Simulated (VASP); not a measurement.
# BN (Fmm2) in VASP: a series of runs

BN is run at these levels: PBE, r2SCAN; tasks: single point.

All numbers are computed with VASP 6.6.1; they aren't measurements. Logs are shortened: lines on timing, memory, paths and dates and some standing lists are left out, and cuts for length are marked.

### 1 The cell of the first run

The structure is orthorhombic, space group Fmm2 (No. 42). The conventional cell has a = 2.502 Å, b = 6.586 Å, c = 4.327 Å, α = 90.00°, β = 90.00°, γ = 90.00°. Within 1.9 Å of B (site symmetry mm2) lie 3 N at 1.44 Å. Within 1.9 Å of N (site symmetry mm2) lie 3 B at 1.44 Å.

### 2 Single point, PBE

INCAR

```
SYSTEM = BN
PREC     = Accurate       ! precision mode
ENCUT    = 520            ! plane-wave cutoff, eV
EDIFF    = 1E-6           ! SCF threshold, eV
ISMEAR   = -1             ! smearing method
SIGMA    = 0.02           ! smearing width, eV
LREAL    = .FALSE.        ! projectors in reciprocal space
LASPH    = .TRUE.         ! aspherical terms in the spheres
NELM     = 60             ! most SCF steps
ALGO     = Normal         ! electronic algorithm
ISIF     = 2              ! what is computed and relaxed
LWAVE    = .FALSE.        ! write WAVECAR
LCHARG   = .FALSE.        ! write CHGCAR
GGA      = PE             ! functional
NBANDS   = 11             ! bands
```

KPOINTS

```
Automatic mesh
0
G
  12 12 12
  0 0 0
```

POSCAR

```
BN
1.0
    0.0000000000      3.2928569245      2.1632761898
    1.2509583898      0.0000000000      2.1632761898
    1.2509583898      3.2928569245      0.0000000000
B N
1 1
Direct
    0.0001138439      0.0001138439      0.9998861561
    0.6665861461      0.6665861461      0.3334138539
```

Potentials or basis: VASP PAW PBE potentials, release 64 (B, N).

Command:

```console
> cat potpaw_PBE.64/B/POTCAR potpaw_PBE.64/N/POTCAR > POTCAR
> mpirun -np 1 vasp_std > vasp.out
```

OUTCAR:

```text
SYSTEM = BN
   PREC = Accurate
   ENCUT = 520
   EDIFF = 1E-6
   ISMEAR = -1
   LREAL = .FALSE.
   LASPH = .TRUE.
   NELM = 60
   ISIF = 2
   GGA = PE

 ion  position               nearest neighbor table
   1  0.000  0.000  1.000-   2 1.44   2 1.44   2 1.44
   2  0.667  0.667  0.333-   1 1.44   1 1.44   1 1.44

  LATTYP: Found a face centered orthorhombic cell.
 ALAT       =     2.5019167796
 B/A-ratio  =     1.7292950808
 C/A-ratio  =     2.6322673491

  Lattice vectors:

 A1 = (   0.0000000000,   3.2928569245,   2.1632761898)
 A2 = (  -1.2509583898,   3.2928569245,   0.0000000000)
 A3 = (  -1.2509583898,   0.0000000000,   2.1632761898)

Analysis of symmetry for initial positions (statically):
=====================================================================
 Subroutine PRICEL returns:
 Original cell was already a primitive cell.

 Routine SETGRP: Setting up the symmetry group for a
 face centered orthorhombic supercell.

 Subroutine GETGRP returns: Found  4 space group operations
 (whereof  4 operations were pure point group operations)
 out of a pool of  8 trial point group operations.

The static configuration has the point symmetry C_2v.

Analysis of symmetry for dynamics (positions and initial velocities):
=====================================================================
 Subroutine PRICEL returns:
 Original cell was already a primitive cell.

 Routine SETGRP: Setting up the symmetry group for a
 face centered orthorhombic supercell.

 Subroutine GETGRP returns: Found  4 space group operations
 (whereof  4 operations were pure point group operations)
 out of a pool of  8 trial point group operations.

The dynamic configuration has the point symmetry C_2v.

 Subroutine INISYM returns: Found  4 space group operations
 (whereof  4 operations are pure point group operations),
 and found     1 'primitive' translations

----------------------------------------------------------------------------------------

                                     Primitive cell

  volume of cell :      17.8221

  direct lattice vectors                    reciprocal lattice vectors
     0.000000000  3.292856925  2.163276190    -0.399693550  0.151843828  0.231130913
     1.250958390  0.000000000  2.163276190     0.399693550 -0.151843828  0.231130913
     1.250958390  3.292856925  0.000000000     0.399693550  0.151843828 -0.231130913
[... 89 lines left out ...]
   NFREE  =      0    steps in history (QN), initial steepest desc. (CG)
   ISIF   =      2    stress and relaxation
   ISYM   =      2    0-nonsym 1-usesym 2-fastsym
   POTIM  = 0.5000    time-step for ionic-motion
   TEBEG  =    0.0;   TEEND  =   0.0 temperature during run
   PSTRESS=    0.0 pullay stress
   NELECT =       8.0000    total number of electrons
   NUPDOWN=      -1.0000    fix difference up-down
   EMIN   =  10.00;   EMAX   =-10.00  energy-range for DOS
   EFERMI =   0.00;   METHOD = LEGACY
   ISMEAR =    -1;   SIGMA  =   0.02  broadening in eV -4-tet -1-fermi 0-gaus
   EFERMI_NEDOS =   21; number of points for ismear=-14 and -15
   IALGO  =     38    algorithm
   IMIX   =      4    mixing-type and parameters
     AMIX     =   0.40;   BMIX     =  1.00
     AMIX_MAG =   1.60;   BMIX_MAG =  1.00
  volume/ion in A,a.u.               =       8.91        60.13
  Fermi-wavevector in a.u.,A,eV,Ry     =   1.253484  2.368742 21.377788  1.571223
  Thomas-Fermi vector in A             =   2.387335
   LORBIT       =      0    0 simple, 1 ext, 2 COOP (PROOUT), +10 PAW based schemes
   GGA     = PE    functional components
   LHFCALC =     F    Hartree Fock is set to
   AEXX    =    0.0000 exact exchange contribution
   IVDW    =     0    specifies the selected vdW correction
   LEPSILON=     F    determine dielectric tensor
   LRPA    =     F    only Hartree local field effects (RPA)
 non-spin polarized calculation
  energy-cutoff  :      520.00
  volume of cell :       17.82
 maximum number of plane-waves:       501
 NGX is ok and might be reduce to    30
   NGX = 15   NGY =  9   NGZ = 13

 number of electron       8.0000000 magnetization

 Free energy of the ion-electron system (eV)
  ---------------------------------------------------
  ext. energy  EPLUGINS =         0.00000000
  ---------------------------------------------------
  free energy    TOTEN  =       -17.56824894 eV

  energy without entropy =      -17.56824894  energy(sigma->0) =      -17.56824894

 E-fermi :   3.0078     XC(G=0): -10.1426

 val. band max:        2.5002312974   @ k =   0.4167  -0.4167   0.0833
 cond. band min:       6.0930446000   @ k =   0.0000   0.5000   0.5000
 fundamental gap:      3.5928133026
 Fermi energy:         3.0077877965

 k-point     1 :       0.0000    0.0000    0.0000
  band No.  band energies     occupation
      1     -15.4781      2.00000
      2      -1.7168      2.00000
      3       1.0559      2.00000
      4       1.0606      2.00000
      5       7.6513      0.00000
      6      13.9863      0.00000
      7      14.0912      0.00000
      8      15.5991      0.00000
      9      17.2271      0.00000
     10      28.1773      0.00000
     11      30.6082      0.00000
[... 309 lines left out ...]
 k-point    24 :      -0.4167    0.1667    0.0000
  band No.  band energies     occupation
      1     -11.9789      2.00000
      2      -6.2206      2.00000
      3      -3.1196      2.00000
      4       1.8123      2.00000
      5       7.1877      0.00000
      6      14.0246      0.00000
      7      16.0946      0.00000
      8      18.0883      0.00000
      9      21.4286      0.00000
     10      23.5030      0.00000
     11      25.4505      0.00000

 [... further k-points ...]

------------------------ aborting loop because EDIFF is reached ----------------------------------------

  FORCE on cell =-STRESS in cart. coord.  units (eV):
  Direction    XX          YY          ZZ          XY          YZ          ZX
  --------------------------------------------------------------------------------------
  -------------------------------------------------------------------------------------
  Total        0.5932811      0.3783542      0.6021414      0.0000000      0.0000000      0.0000000
  in kB       53.3351394     34.0135118     54.1316616      0.0000000      0.0000000      0.0000000
  external PRESSURE =      47.1601043 kB  Pullay stress =       0.0000000 kB

 VOLUME and BASIS-vectors are now :
 -----------------------------------------------------------------------------
  energy-cutoff  :      520.00
  volume of cell :       17.82
      direct lattice vectors                 reciprocal lattice vectors
     0.000000000  3.292856925  2.163276190    -0.399693550  0.151843828  0.231130913
     1.250958390  0.000000000  2.163276190     0.399693550 -0.151843828  0.231130913
     1.250958390  3.292856925  0.000000000     0.399693550  0.151843828 -0.231130913

 POSITION                                       TOTAL-FORCE (eV/Angst)
 -----------------------------------------------------------------------------------
      1.25096      3.29286      0.00049         0.000000      0.000000      0.003215
      1.25096      3.29286      2.88402         0.000000      0.000000     -0.003215
 -----------------------------------------------------------------------------------
    total drift:                                0.000003      0.000015     -0.000027

  FREE ENERGIE OF THE ION-ELECTRON SYSTEM (eV)
  ---------------------------------------------------
  free  energy   TOTEN  =       -17.5682489407 eV

  energy  without entropy=      -17.5682489407  energy(sigma->0) =      -17.56824894
```

OSZICAR:

```text
N       E                     dE             d eps       ncg     rms          rms(c)
DAV:   1     0.132602022022E+02    0.13260E+02   -0.45903E+03  6264   0.684E+02
DAV:   2    -0.185970411222E+02   -0.31857E+02   -0.30705E+02  7337   0.161E+02
DAV:   3    -0.193571717162E+02   -0.76013E+00   -0.75893E+00  7515   0.229E+01
DAV:   4    -0.193593545109E+02   -0.21828E-02   -0.21827E-02  6801   0.136E+00
DAV:   5    -0.193593633956E+02   -0.88847E-05   -0.88847E-05  7548   0.769E-02    0.799E+00
DAV:   6    -0.177583159061E+02    0.16010E+01   -0.52166E+00  7061   0.127E+01    0.365E+00
DAV:   7    -0.176053248624E+02    0.15299E+00   -0.24456E-01  7134   0.370E+00    0.223E+00
DAV:   8    -0.175675284516E+02    0.37796E-01   -0.11420E-01  7298   0.208E+00    0.259E-01
DAV:   9    -0.175678477499E+02   -0.31930E-03   -0.26204E-03  6697   0.417E-01    0.140E-01
DAV:  10    -0.175682253640E+02   -0.37761E-03   -0.50933E-04  6916   0.164E-01    0.242E-02
DAV:  11    -0.175682494421E+02   -0.24078E-04   -0.50269E-05  7218   0.482E-02    0.209E-02
DAV:  12    -0.175682489407E+02    0.50133E-06   -0.93367E-06  6844   0.203E-02
   1 F= -.17568249E+02 E0= -.17568249E+02  d E =-.614291E-13
```

Wall time 58 s (1 thread of Intel Xeon 8259CL, shared host); peak memory 0.18 GiB.

Results:

| Quantity | Value |
| --- | --- |
| Free energy | -17.5682 eV |
| Pressure | 4.7 GPa |
| Largest force | 0.003 eV/Å |
| Band gap on the k mesh | 3.59 eV (least direct gap 4.54 eV) |

Forces in eV/Å, atoms in the order of the input:
```
B    0.000  0.000  0.003
N    0.000  0.000 -0.003
```

Caveat: the cell stands under pressure. A k mesh can miss the band edges.

### 3 Single point, r2SCAN

POSCAR is that of step 2.

INCAR.step1

```
ALGO = Normal
EDIFF = 1E-4
ENCUT = 520
GGA = PE
ISMEAR = 0
LASPH = True
LCHARG = False
LREAL = False
LWAVE = True
NBANDS = 11
NELM = 100
PREC = Accurate
SIGMA = 0.01
```

INCAR.step2

```
ALGO = Normal
EDIFF = 1E-7
ENCUT = 520
ISIF = 2
ISMEAR = 0
ISTART = 1
LASPH = True
LCHARG = False
LMIXTAU = True
LREAL = False
LWAVE = False
METAGGA = R2SCAN
NBANDS = 11
NELM = 100
PREC = Accurate
SIGMA = 0.01
```

KPOINTS

```
k-points
0
Gamma
  12 12 12
```

Potentials or basis: VASP PAW PBE potentials, release 64 (B, N).

Command:

```console
> cat potpaw_PBE.64/B/POTCAR potpaw_PBE.64/N/POTCAR > POTCAR
> cp INCAR.step1 INCAR
> mpirun -np 1 vasp_std > vasp.out
> cp INCAR.step2 INCAR
> mpirun -np 1 vasp_std > vasp.out
```

It took 4.9 min on 1 thread of Intel Xeon 8259CL, shared host; peak memory 0.19 GiB.

The run converged. Its results:

| Property | Result |
| --- | --- |
| Free energy | -19.2909 eV |
| Pressure | 1.1 GPa |
| Band gap on the k mesh | 4.08 eV (least direct gap 5.21 eV) |

Stress tensor (GPa, compression positive):
```
0.95 0.00 0.00
0.00 1.31 0.00
0.00 0.00 0.95
```

Levels at points of the mesh, in eV from the valence-band top:
| k point | band 2 | band 3 | band 4 | band 5 | band 6 | band 7 |
| --- | --- | --- | --- | --- | --- | --- |
| (0.00, 0.00, 0.00) | -4.33 | -1.49 | -1.48 | 5.53 | 12.22 | 12.33 |
| (0.50, 0.00, 0.00) | -9.42 | -4.41 | -1.08 | 5.15 | 10.55 | 14.39 |
| (0.50, 0.50, 0.00) | -9.56 | -4.41 | -0.35 | 6.82 | 10.08 | 13.01 |
| (0.50, 0.00, 0.50) | -6.59 | -1.53 | -1.47 | 10.99 | 12.14 | 12.26 |
| (0.00, 0.50, 0.50) | -9.26 | -4.48 | -1.72 | 4.08 | 10.52 | 15.86 |

Caveat: the PAW data sets were made with another functional, which shifts forces and pressure a little.
